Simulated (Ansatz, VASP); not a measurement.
Al2H in VASP and in Ansatz

The input INCAR:

```
SYSTEM = Al2H
PREC = Accurate
ENCUT = 600
EDIFF = 1E-7
ISMEAR = 0
SIGMA = 0.1
LREAL = .FALSE.
LASPH = .TRUE.
NELM = 60
ALGO = Normal
ISIF = 3
LWAVE = .FALSE.
LCHARG = .FALSE.
GGA = PE
IBRION = 2
NSW = 100
EDIFFG = -0.01
```

KPOINTS

```
Automatic mesh
0
G
  12 12 18
  0 0 0
```

The input POSCAR:

```
Al2H
1.0
    4.5467959599      0.0000000000      0.0000000000
   -2.2733979799      3.9376408071      0.0000000000
    0.0000000000      0.0000000000      2.6463778057
Al H
2 1
Direct
    0.3333333333      0.6666666667      0.5000000000
    0.6666666667      0.3333333333      0.5000000000
    0.0000000000      0.0000000000      0.0000000000
```

Input for Ansatz:

```yaml
crystal:
  lattice:
    - [4.5467959599, 0.0, 0.0]
    - [-2.2733979799, 3.9376408071, 0.0]
    - [0.0, 0.0, 2.6463778057]
  atoms:
    - { symbol: Al, position: [0.3333333333, 0.6666666667, 0.5] }
    - { symbol: Al, position: [0.6666666667, 0.3333333333, 0.5] }
    - { symbol: H, position: [0.0, 0.0, 0.0] }
basis:
  ecutwfc: 420
kpoints:
  mp_grid: { grid: [12, 12, 18] }
hamiltonian:
  xc: pbe
scf:
  occupations: { method: gaussian, width: 0.1 }
output:
  forces: true
  stress: true
  eigenvalues: true
relax:
  adjacent_minimum: "off"
  f_tol: 0.01
  max_steps: 80
  cell: { stress_tol: 0.05 }
```

Alike in both runs: task relaxation of cell and atoms; functional PBE; k mesh 12 × 12 × 18; occupations gaussian, width 0.1 eV; no spin polarisation.

|  | VASP | Ansatz |
| --- | --- | --- |
| version | VASP 6.6.1 | Ansatz 0.2.0 |
| potentials or method | VASP PAW PBE potentials, release 64 (Al, H), cutoff 600 eV | scalar-relativistic, plane waves, PAW |
| valence electrons in the cell | 7 | 7 |

VASP gave:

| Property | Result |
| --- | --- |
| gap on the k mesh at the Fermi level, each at its own relaxed structure (eV) | none |
| relaxed volume (Å³/atom) | 15.64 |
| relaxed cell length with the largest relative difference (Å) | 2.661 |

**Question.** Which values does Ansatz return?

**Answer.** gap on the k mesh at the Fermi level, each at its own relaxed structure (eV): none; relaxed volume (Å³/atom): 15.67; relaxed cell length with the largest relative difference (Å): 2.663.

A gap of «none» marks a metal or a gap that the smearing closes.
